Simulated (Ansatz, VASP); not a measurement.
**One calculation of AlN, two programs**

The input POSCAR:

```
AlN
1.0
    0.0000000000      2.1248590388      2.1248590388
    2.1248590388      0.0000000000      2.1248590388
    2.1248590388      2.1248590388      0.0000000000
Al N
1 1
Direct
    0.0000000000      0.0000000000      0.0000000000
    0.5000000000      0.5000000000      0.5000000000
```

The input INCAR.step1:

```
PREC = Accurate ; ENCUT = 520
ISMEAR = 0 ; SIGMA = 0.01
LREAL = False ; LASPH = True
NELM = 100 ; NBANDS = 11
GGA = PE ; ALGO = Normal
EDIFF = 1E-4 ; LWAVE = True
LCHARG = False
```

INCAR.step2

```
PREC = Accurate ; ENCUT = 520
EDIFF = 1E-7 ; ISMEAR = 0
SIGMA = 0.01 ; LREAL = False
LASPH = True ; NELM = 100
ALGO = Normal ; ISIF = 2
LWAVE = False ; LCHARG = False
METAGGA = R2SCAN ; LMIXTAU = True
NBANDS = 11 ; ISTART = 1
```

KPOINTS

```
Automatic mesh
0
Gamma
  10 10 10
```

Input for Ansatz:

```yaml
crystal:
  lattice:
    - [0.0, 2.1248590388, 2.1248590388]
    - [2.1248590388, 0.0, 2.1248590388]
    - [2.1248590388, 2.1248590388, 0.0]
  atoms:
    - { symbol: Al, position: [0.0, 0.0, 0.0] }
    - { symbol: "N", position: [0.5, 0.5, 0.5] }
kpoints:
  mp_grid: { grid: [10, 10, 10] }
  band_path:
    path:
      - [0.0, 0.0, 0.0]
      - [0.5, 0.0, 0.5]
      - [0.625, 0.25, 0.625]
      - [0.375, 0.375, 0.75]
      - [0.5, 0.5, 0.5]
      - [0.5, 0.25, 0.75]
    npoints: 1
hamiltonian:
  xc: r2scan
scf:
  occupations: { method: fixed }
  n_extra_bands: 4
output:
  forces: true
  stress: true
  eigenvalues: true
```

Change from the starting cell: hydrostatic strain +5.2%.

Alike in both runs: task single point; functional r2SCAN; k mesh 10 × 10 × 10; no spin polarisation.

|  | VASP | Ansatz |
| --- | --- | --- |
| version | VASP 6.6.1 | Ansatz 0.2.0 |
| potentials or method | VASP PAW PBE potentials, release 64 (Al, N) | plane waves, PAW |
| plane-wave cutoff (eV) | 520 | 500 |
| occupations | gaussian, width 0.01 eV | fixed |
| valence electrons in the cell | 8 | 8 |

```tsv
	VASP	Ansatz	Ansatz less VASP
gap on the k mesh at the Fermi level (eV)	4.06	4.06	0.000
pressure (GPa)	-31.9	-31.3	+0.68
```

VASP's potentials were made for PBE, not for r2SCAN. Both programs put the cell under strong tension, so it lies far from rest at this level.

Noted on VASP's run: the cell as given lies far from equilibrium.
